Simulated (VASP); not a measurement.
# GaMo (F-43m) in VASP: a series of runs, part 2 of 3

VASP 6.6.1.

### Step 3. Relaxation of cell and atoms, PBE

This run uses another cell than the first one, of 18.07 Å³/atom, 0.785 times its volume.

File INCAR:

```
PREC = Accurate
ENCUT = 600
EDIFF = 1E-6
ISMEAR = 0
SIGMA = 0.2
LREAL = F
LASPH = T
NELM = 80
ALGO = Normal
ISIF = 3
LWAVE = F
LCHARG = F
GGA = PE
IBRION = 2
NSW = 36
EDIFFG = -0.08
```

File KPOINTS:

```
Automatic mesh
0
Gamma
  6 6 6
```

File POSCAR:

```
GaMo
1.0
    0.0000000000      2.6242089500      2.6242089500
    2.6242089500      0.0000000000      2.6242089500
    2.6242089500      2.6242089500      0.0000000000
Ga Mo
1 1
Direct
    0.0000000000      0.0000000000      0.0000000000
    0.2500000000      0.2500000000      0.2500000000
```

Potentials or basis: VASP PAW PBE potentials, release 64 (Ga_d, Mo_sv).

Launch:

```sh
cat potpaw_PBE.64/Ga_d/POTCAR potpaw_PBE.64/Mo_sv/POTCAR > POTCAR
mpirun -np 1 vasp_std > vasp.out
```

OUTCAR:

```text
PREC = Accurate
   ENCUT = 600
   EDIFF = 1E-6
   ISMEAR = 0
   LREAL = F
   LASPH = T
   NELM = 80
   ISIF = 3
   GGA = PE
   IBRION = 2
   NSW = 36
   EDIFFG = -0.08

 ion  position               nearest neighbor table
   1  0.000  0.000  0.000-   2 2.27   2 2.27   2 2.27   2 2.27
   2  0.250  0.250  0.250-   1 2.27   1 2.27   1 2.27   1 2.27

  LATTYP: Found a face centered cubic cell.
 ALAT       =     5.2484179000

  Lattice vectors:

 A1 = (   0.0000000000,   2.6242089500,   2.6242089500)
 A2 = (   2.6242089500,   0.0000000000,   2.6242089500)
 A3 = (   2.6242089500,   2.6242089500,   0.0000000000)

Analysis of symmetry for initial positions (statically):
=====================================================================
 Subroutine PRICEL returns:
 Original cell was already a primitive cell.

 Routine SETGRP: Setting up the symmetry group for a
 face centered cubic supercell.

 Subroutine GETGRP returns: Found 24 space group operations
 (whereof 24 operations were pure point group operations)
 out of a pool of 48 trial point group operations.

The static configuration has the point symmetry T_d .

Analysis of symmetry for dynamics (positions and initial velocities):
=====================================================================
 Subroutine PRICEL returns:
 Original cell was already a primitive cell.

 Routine SETGRP: Setting up the symmetry group for a
 face centered cubic supercell.

 Subroutine GETGRP returns: Found 24 space group operations
 (whereof 24 operations were pure point group operations)
 out of a pool of 48 trial point group operations.

The dynamic configuration has the point symmetry T_d .

 Subroutine INISYM returns: Found 24 space group operations
 (whereof 24 operations are pure point group operations),
 and found     1 'primitive' translations

----------------------------------------------------------------------------------------

                                     Primitive cell

  volume of cell :      36.1431

  direct lattice vectors                    reciprocal lattice vectors
     0.000000000  2.624208950  2.624208950    -0.190533608  0.190533608  0.190533608
     2.624208950  0.000000000  2.624208950     0.190533608 -0.190533608  0.190533608
     2.624208950  2.624208950  0.000000000     0.190533608  0.190533608 -0.190533608

  length of vectors
     3.711191888  3.711191888  3.711191888     0.330013890  0.330013890  0.330013890

  position of ions in fractional coordinates (direct lattice)
     0.000000000  0.000000000  0.000000000
     0.250000000  0.250000000  0.250000000

  ion indices of the primitive-cell ions
   primitive index   ion index
                 1           1
                 2           2

----------------------------------------------------------------------------------------

 KPOINTS: Automatic mesh

Automatic generation of k-mesh.
 Grid dimensions read from file:
 generate k-points for:    6    6    6

 Generating k-lattice:

  Cartesian coordinates                     Fractional coordinates (reciprocal lattice)
    -0.031755601  0.031755601  0.031755601     0.166666667  0.000000000  0.000000000
     0.031755601 -0.031755601  0.031755601     0.000000000  0.166666667  0.000000000
     0.031755601  0.031755601 -0.031755601     0.000000000  0.000000000  0.166666667

  Length of vectors
     0.055002315  0.055002315  0.055002315

  Shift w.r.t. Gamma in fractional coordinates (k-lattice)
     0.000000000  0.000000000  0.000000000

 Subroutine IBZKPT returns following result:
 ===========================================

 Found     16 irreducible k-points:

 Following reciprocal coordinates:
            Coordinates               Weight
  0.000000  0.000000  0.000000      1.000000
  0.166667  0.000000  0.000000      8.000000
  0.333333  0.000000  0.000000      8.000000
  0.500000  0.000000  0.000000      4.000000
  0.166667  0.166667  0.000000      6.000000
  0.333333  0.166667  0.000000     24.000000
[... 8 lines left out ...]
 -0.333333  0.333333  0.166667     24.000000
 -0.333333  0.500000  0.166667     12.000000
   k-points           NKPTS =     16   k-points in BZ     NKDIM =     16   number of bands    NBANDS=     17
   number of dos      NEDOS =    301   number of ions     NIONS =      2
   total plane-waves  NPLWV =  27000
   dimension x,y,z NGX =    30 NGY =   30 NGZ =   30
   dimension x,y,z NGXF=    60 NGYF=   60 NGZF=   60
   ions per type =               1   1
   NGX,Y,Z   is equivalent  to a cutoff of  13.44, 13.44, 13.44 a.u.
   NGXF,Y,Z  is equivalent  to a cutoff of  26.88, 26.88, 26.88 a.u.
 SYSTEM =  unknown system
   PREC   = accura    normal or accurate (medium, high low for compatibility)
   ISTART =      0    job   : 0-new  1-cont  2-samecut
   ICHARG =      2    charge: 1-file 2-atom 10-const
   ISPIN  =      1    spin polarized calculation?
   LNONCOLLINEAR =      F non collinear calculations
   LSORBIT =      F    spin-orbit coupling
   LASPH  =      T    aspherical Exc in radial PAW
   ENCUT  =  600.0 eV  44.10 Ry    6.64 a.u.   7.41  7.41  7.41*2*pi/ulx,y,z
   NELM   =     80;   NELMIN=  2; NELMDL= -5     # of ELM steps
   EDIFF  = 0.1E-05   stopping-criterion for ELM
   LREAL  =      F    real-space projection
   EDIFFG = -.8E-01   stopping-criterion for IOM
   NSW    =     36    number of steps for IOM
   IBRION =      2    ionic relax: 0-MD 1-quasi-New 2-CG
   NFREE  =      1    steps in history (QN), initial steepest desc. (CG)
   ISIF   =      3    stress and relaxation
   ISYM   =      2    0-nonsym 1-usesym 2-fastsym
   POTIM  = 0.5000    time-step for ionic-motion
   TEBEG  =    0.0;   TEEND  =   0.0 temperature during run
   PSTRESS=    0.0 pullay stress
   NELECT =      27.0000    total number of electrons
   NUPDOWN=      -1.0000    fix difference up-down
   EMIN   =  10.00;   EMAX   =-10.00  energy-range for DOS
   EFERMI =   0.00;   METHOD = LEGACY
   ISMEAR =     0;   SIGMA  =   0.20  broadening in eV -4-tet -1-fermi 0-gaus
   EFERMI_NEDOS =   21; number of points for ismear=-14 and -15
   IALGO  =     38    algorithm
   IMIX   =      4    mixing-type and parameters
     AMIX     =   0.40;   BMIX     =  1.00
     AMIX_MAG =   1.60;   BMIX_MAG =  1.00
  volume/ion in A,a.u.               =      18.07       121.95
  Fermi-wavevector in a.u.,A,eV,Ry     =   1.485437  2.807070 30.021583  2.206524
  Thomas-Fermi vector in A             =   2.598849
   LORBIT       =      0    0 simple, 1 ext, 2 COOP (PROOUT), +10 PAW based schemes
   GGA     = PE    functional components
   LHFCALC =     F    Hartree Fock is set to
   AEXX    =    0.0000 exact exchange contribution
   IVDW    =     0    specifies the selected vdW correction
   LEPSILON=     F    determine dielectric tensor
   LRPA    =     F    only Hartree local field effects (RPA)
 conjugate gradient relaxation of ions
 non-spin polarized calculation
 Gauss-broadening in eV      SIGMA  =   0.20
  energy-cutoff  :      600.00
  volume of cell :       36.14
 maximum number of plane-waves:      1243
 NGX is ok and might be reduce to    30
   NGX = 15   NGY = 15   NGZ = 15

--------------------------------------- Ionic step        1  -------------------------------------------

 number of electron      27.0000004 magnetization

 Free energy of the ion-electron system (eV)
  ---------------------------------------------------
  ext. energy  EPLUGINS =         0.00000000
  ---------------------------------------------------
  free energy    TOTEN  =        -9.57539245 eV

  energy without entropy =       -9.53061590  energy(sigma->0) =       -9.55300418

------------------------ aborting loop because EDIFF is reached ----------------------------------------

  FORCE on cell =-STRESS in cart. coord.  units (eV):
  Direction    XX          YY          ZZ          XY          YZ          ZX
  --------------------------------------------------------------------------------------
  -------------------------------------------------------------------------------------
  Total        7.6466928      7.6466928      7.6466928      0.0000000      0.0000000      0.0000000
  in kB      338.9682295    338.9682295    338.9682295      0.0000000      0.0000000      0.0000000
  external PRESSURE =     338.9682295 kB  Pullay stress =       0.0000000 kB
[... 23 lines left out ...]
--------------------------------------- Ionic step        2  -------------------------------------------

 number of electron      27.0000018 magnetization

 E-fermi :   2.8086     XC(G=0):  -9.1378

 val. band max:        2.7710004016   @ k =   0.5000   0.3333   0.1667
 cond. band min:       2.8705128169   @ k =  -0.3333   0.1667   0.0000
 fundamental gap:      0.0995124152
 Fermi energy:         2.8086244404

 k-point     1 :       0.0000    0.0000    0.0000
  band No.  band energies     occupation
      1     -58.0539      2.00000
      2     -32.1197      2.00000
      3     -32.1197      2.00000
      4     -32.1197      2.00000
      5     -11.0927      2.00000
      6     -11.0927      2.00000
[... 380 lines left out ...]
--------------------------------------- Ionic step        4  -------------------------------------------

 number of electron      26.9999981 magnetization

 Free energy of the ion-electron system (eV)
  ---------------------------------------------------
  ext. energy  EPLUGINS =         0.00000000
  ---------------------------------------------------
  free energy    TOTEN  =       -10.44942252 eV

  energy without entropy =      -10.38006560  energy(sigma->0) =      -10.41474406

 E-fermi :   4.7709     XC(G=0): -10.3080

 val. band max:        4.7302506918   @ k =   0.5000   0.5000   0.0000
 cond. band min:       4.7826297770   @ k =  -0.3333   0.3333   0.0000
 fundamental gap:      0.0523790852
 Fermi energy:         4.7708904627

 k-point     1 :       0.0000    0.0000    0.0000
  band No.  band energies     occupation
      1     -55.9664      2.00000
      2     -30.0712      2.00000
      3     -30.0712      2.00000
      4     -30.0712      2.00000
      5      -9.3045      2.00000
      6      -9.3045      2.00000
[... 338 lines left out ...]
  FREE ENERGIE OF THE ION-ELECTRON SYSTEM (eV)
  ---------------------------------------------------
  free  energy   TOTEN  =       -10.4494225198 eV

  energy  without entropy=      -10.3800655962  energy(sigma->0) =      -10.41474406

 reached required accuracy - stopping structural energy minimisation
```

Run time: 29 s. Hardware: 1 thread of AMD EPYC 9R45 (Zen 5), shared host; peak memory 0.14 GiB.

Results:

```yaml
Free_energy: -10.4494 eV
Relaxed_volume: 23.32 Å³/atom
Relaxed_cell: a = 4.040 Å, b = 4.040 Å, c = 4.040 Å, α = 60.00°, β = 60.00°, γ = 60.00°
Space_group_after_relaxing_to_0.05_Å: F-43m (No. 216)
Energy_gained_by_relaxing: 437.0 meV/atom
Ionic_steps: 4
Pressure_after_relaxing: -0.1 GPa
```

Step by step:
| step | energy change (eV) | largest force (eV/Å) | pressure (GPa) | volume (Å³) |
| --- | --- | --- | --- | --- |
| 1 | 0.0000 | 0.0000 | 33.90 | 36.14 |
| 2 | -0.2791 | 0.0000 | -11.20 | 60.06 |
| 3 | -0.8735 | 0.0000 | -0.56 | 46.88 |
| 4 | -0.8740 | 0.0000 | -0.11 | 46.64 |

Final structure:
```cif
data_structure
_symmetry_space_group_name_H-M 'P 1'
_symmetry_Int_Tables_number 1
_cell_length_a 4.0404
_cell_length_b 4.0404
_cell_length_c 4.0404
_cell_angle_alpha 60.000
_cell_angle_beta 60.000
_cell_angle_gamma 60.000
_cell_volume 46.64
loop_
_atom_site_label
_atom_site_type_symbol
_atom_site_fract_x
_atom_site_fract_y
_atom_site_fract_z
_atom_site_occupancy
Ga1 Ga 0.00000 0.00000 0.00000 1
Mo1 Mo 0.25000 0.25000 0.25000 1
```

Caveat: the volume moved by over 15 % at a fixed basis, so the end points are rough.

(Continued in part 3 of 3.)
